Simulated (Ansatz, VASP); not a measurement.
**PbS: VASP beside Ansatz**

INCAR

```
ALGO = Normal
EDIFF = 1E-6
ENCUT = 520
GGA = CA
ISIF = 2
ISMEAR = 1
LASPH = True
LCHARG = True
LELF = True
LREAL = False
LVHAR = True
LWAVE = False
NBANDS = 28
NELM = 80
PREC = Accurate
SIGMA = 0.01
```

The input KPOINTS:

```
k-points
0
Gamma
  3 3 3
```

POSCAR

```
PbS
1.0
    2.0799530000     -5.9912970000      0.0000000000
    2.0799530000      5.9912970000      0.0000000000
    0.0000000000      0.0000000000      4.2793210000
Pb S
2 2
Direct
    0.8694370000      0.1305630000      0.7500000000
    0.1305630000      0.8694370000      0.2500000000
    0.6452030000      0.3547970000      0.7500000000
    0.3547970000      0.6452030000      0.2500000000
```

Input for Ansatz:

```yaml
crystal:
  lattice:
    - [2.079953, -5.991297, 0.0]
    - [2.079953, 5.991297, 0.0]
    - [0.0, 0.0, 4.279321]
  atoms:
    - { symbol: Pb, position: [0.869437, 0.130563, 0.75] }
    - { symbol: Pb, position: [0.130563, 0.869437, 0.25] }
    - { symbol: S, position: [0.645203, 0.35479700000000003, 0.75] }
    - { symbol: S, position: [0.35479700000000003, 0.645203, 0.25] }
basis:
  ecutwfc: 550.0
kpoints:
  mp_grid:
    grid: [3, 3, 3]
hamiltonian:
  xc: lda
scf:
  occupations:
    method: cold
    width: 0.01
output:
  eigenvalues: true
```

Alike in both runs: task single point; functional LDA; k mesh 3 × 3 × 3; no spin polarisation.

```csv
,VASP,Ansatz
version,VASP 6.6.1,Ansatz 0.2.0
potentials or method,"VASP PAW LDA potentials, release 64 (Pb_d, S), cutoff 520 eV","plane waves, PAW"
occupations,"methfessel-paxton of order 1, width 0.01 eV","cold, width 0.01 eV"
valence electrons in the cell,40,40
```

|  | VASP | Ansatz | Ansatz less VASP |
| --- | --- | --- | --- |
| gap on the k mesh at the Fermi level (eV) | 1.63 | 1.64 | +0.007 |

LDA's correlation is that of Perdew and Zunger in VASP and of Perdew and Wang (1992) in Ansatz.

The k mesh is coarse, so the values compare programs but aren't converged. Neither program's run includes spin-orbit coupling.
